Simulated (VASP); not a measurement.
# BN (P6_3mc) in VASP: further runs, part 2 of 2

VASP 6.6.1. The steps go on from the part before.

### Step 5. Relaxation of the atoms, r2SCAN

This run uses another cell than the first one, of 5.77 Å³/atom, 0.961 times its volume.

POSCAR

```
BN
1.0
    2.5263319800      0.0000000000      0.0000000000
   -1.2631659900      2.1878676700      0.0000000000
    0.0000000000      0.0000000000      4.1787574400
B N
2 2
Direct
    0.6666666700      0.3333333300      0.0001583200
    0.3333333300      0.6666666700      0.5001583200
    0.6666666700      0.3333333300      0.3748416800
    0.3333333300      0.6666666700      0.8748416800
```

INCAR.step1

```
SYSTEM = BN
ALGO     = Normal         ! electronic algorithm
EDIFF    = 1E-4           ! SCF threshold, eV
ENCUT    = 520            ! plane-wave cutoff, eV
GGA      = PE             ! functional
ISMEAR   = -1             ! smearing method
LASPH    = .True.         ! aspherical terms in the spheres
LCHARG   = .False.        ! write CHGCAR
LREAL    = .False.        ! projectors in reciprocal space
LWAVE    = .True.         ! write WAVECAR
NELM     = 80             ! most SCF steps
PREC     = Accurate       ! precision mode
SIGMA    = 0.02           ! smearing width, eV
```

INCAR.step2

```
SYSTEM = BN
ALGO     = Normal         ! electronic algorithm
EDIFF    = 1E-6           ! SCF threshold, eV
EDIFFG   = -0.01          ! ionic threshold
ENCUT    = 520            ! plane-wave cutoff, eV
IBRION   = 2              ! ionic algorithm
ISIF     = 2              ! what is computed and relaxed
ISMEAR   = -1             ! smearing method
ISTART   = 1            
LASPH    = .True.         ! aspherical terms in the spheres
LCHARG   = .False.        ! write CHGCAR
LMIXTAU  = .True.       
LREAL    = .False.        ! projectors in reciprocal space
LWAVE    = .False.        ! write WAVECAR
METAGGA  = R2SCAN         ! meta-GGA
NELM     = 80             ! most SCF steps
NSW      = 50             ! ionic steps
PREC     = Accurate       ! precision mode
SIGMA    = 0.02           ! smearing width, eV
```

KPOINTS

```
k-points
0
Gamma
  12 12 8
  0 0 0
```

On the command line:

```bash
$ cat potpaw_PBE.64/B/POTCAR potpaw_PBE.64/N/POTCAR > POTCAR
$ cp INCAR.step1 INCAR
$ mpirun -np 1 vasp_std > vasp.out
$ cp INCAR.step2 INCAR
$ mpirun -np 1 vasp_std > vasp.out
```

Wall time 3.2 min (1 thread of Intel Xeon Platinum 8259CL at 2.50GHz (Skylake/Cascade Lake), shared host); peak memory 0.15 GiB.

The run converged. Its results:

* Free energy: -38.2489 eV
* Energy gained by relaxing: 0.0 meV/atom
* Ionic steps: 3
* Pressure after relaxing: 9.7 GPa
* Band gap on the k mesh: 5.68 eV, indirect (least direct gap 9.08 eV)

Final structure:
```yaml
crystal:
  lattice:
    - [2.52633, 0.00000, 0.00000]
    - [-1.26317, 2.18787, 0.00000]
    - [0.00000, 0.00000, 4.17876]
  atoms:
    - { symbol: B, position: [0.66667, 0.33333, 0.00029] }
    - { symbol: B, position: [0.33333, 0.66667, 0.50029] }
    - { symbol: N, position: [0.66667, 0.33333, 0.37471] }
    - { symbol: N, position: [0.33333, 0.66667, 0.87471] }
```

Levels at points of the mesh, in eV from the valence-band top:
```tsv
k point	band 5	band 6	band 7	band 8	band 9	band 10	band 11	band 12
(0.00, 0.00, 0.00)	-2.26	-0.29	0.00	0.00	9.16	9.16	9.44	10.48
(0.50, 0.00, 0.00)	-7.34	-5.30	-4.65	-2.24	7.38	8.67	11.48	12.43
(0.00, 0.00, 0.50)	-1.25	-1.25	-1.25	-1.25	10.45	10.45	10.80	10.80
(0.50, 0.00, 0.50)	-4.01	-4.01	-3.81	-3.81	7.28	7.28	10.87	10.87
```

Caveat: the PAW data sets were made with another functional, which shifts forces and pressure a little. A k mesh can miss the band edges.

### Step 6. Relaxation of the atoms, r2SCAN

This run uses another cell than the first one, of 5.89 Å³/atom, 0.980 times its volume.

POSCAR

```
BN
1.0
    2.5434023100      0.0000000000      0.0000000000
   -1.2717011500      2.2026510100      0.0000000000
    0.0000000000      0.0000000000      4.2069931500
B N
2 2
Direct
    0.6666666700      0.3333333300      0.0001583200
    0.3333333300      0.6666666700      0.5001583200
    0.6666666700      0.3333333300      0.3748416800
    0.3333333300      0.6666666700      0.8748416800
```

INCAR.step1

```
SYSTEM = BN
  ALGO = Normal
  EDIFF = 1E-4
  ENCUT = 520
  GGA = PE
  ISMEAR = -1
  LASPH = .TRUE.
  LCHARG = .FALSE.
  LREAL = .FALSE.
  LWAVE = .TRUE.
  NELM = 60
  PREC = Accurate
  SIGMA = 0.02
```

INCAR.step2

```
SYSTEM = BN
  ALGO = Normal
  EDIFF = 1E-6
  EDIFFG = -0.01
  ENCUT = 520
  IBRION = 2
  ISIF = 2
  ISMEAR = -1
  ISTART = 1
  LASPH = .TRUE.
  LCHARG = .FALSE.
  LMIXTAU = .TRUE.
  LREAL = .FALSE.
  LWAVE = .FALSE.
  METAGGA = R2SCAN
  NELM = 60
  NSW = 50
  PREC = Accurate
  SIGMA = 0.02
```

KPOINTS

```
k-points
0
G
  12 12 8
  0 0 0
```

Potentials or basis: VASP PAW PBE potentials, release 64 (B, N).

On the command line:

```bash
$ cat potpaw_PBE.64/B/POTCAR potpaw_PBE.64/N/POTCAR > POTCAR
$ cp INCAR.step1 INCAR
$ mpirun -np 1 vasp_std > vasp.out
$ cp INCAR.step2 INCAR
$ mpirun -np 1 vasp_std > vasp.out
```

Run time: 2.6 min. Hardware: 1 thread of Intel Xeon Platinum 8259CL at 2.50GHz (Skylake/Cascade Lake), shared host; peak memory 0.15 GiB.

The run converged. Its results:

```
Free energy               : -38.2661 eV
Energy gained by relaxing : 0.0 meV/atom
Ionic steps               : 3
Pressure after relaxing   : 1.4 GPa
Band gap on the k mesh    : 5.72 eV, indirect (least direct gap 8.99 eV)
```

Final structure:
```
B N
1.0
     2.54340    0.00000    0.00000
    -1.27170    2.20265    0.00000
     0.00000    0.00000    4.20699
B N
2 2
Cartesian
  1.2717 0.7342 0.0009
  0.0000 1.4684 2.1044
  1.2717 0.7342 1.5767
  0.0000 1.4684 3.6802
```

Levels at points of the mesh, in eV from the valence-band top:
| k point | band 6 | band 7 | band 8 | band 9 | band 10 | band 11 |
| --- | --- | --- | --- | --- | --- | --- |
| (0.00, 0.00, 0.00) | -0.27 | 0.00 | 0.00 | 9.08 | 9.08 | 9.32 |
| (0.50, 0.00, 0.00) | -5.20 | -4.54 | -2.20 | 7.30 | 8.60 | 11.38 |
| (0.00, 0.00, 0.50) | -1.22 | -1.22 | -1.22 | 10.25 | 10.25 | 10.69 |
| (0.50, 0.00, 0.50) | -3.93 | -3.73 | -3.73 | 7.20 | 7.20 | 10.72 |

Caveat: the PAW data sets were made with another functional, which shifts forces and pressure a little.

### Step 7. The runs side by side

| cell | gap on the mesh (eV) | pressure (GPa) |
| --- | --- | --- |
| atoms relaxed from a = 2.560, b = 2.560, c = 4.235 Å, angles 90.0, 90.0, 120.0°, 4 atoms | 5.75 | -6.2 |
| atoms relaxed from a = 2.577, b = 2.577, c = 4.262 Å, angles 90.0, 90.0, 120.0°, 4 atoms | 5.79 | -13.1 |
| atoms relaxed from a = 2.593, b = 2.593, c = 4.290 Å, angles 90.0, 90.0, 120.0°, 4 atoms | 5.82 | -19.4 |
| atoms relaxed from a = 2.526, b = 2.526, c = 4.179 Å, angles 90.0, 90.0, 120.0°, 4 atoms | 5.68 | 9.7 |
| atoms relaxed from a = 2.543, b = 2.543, c = 4.207 Å, angles 90.0, 90.0, 120.0°, 4 atoms | 5.72 | 1.4 |

Alike in all rows: task relaxation of the atoms; level r2SCAN; potentials or basis VASP PAW PBE potentials, release 64 (B, N); no spin polarisation; k mesh 12 × 12 × 8; cutoff (eV) 520; smearing fermi-dirac 0.02 eV.

Caveats: the PAW data sets were made with another functional, which shifts forces and pressure a little; the relaxation stopped at its first step, so nothing moved (some runs).

Absolute energies hang on the potentials; compare differences alone.
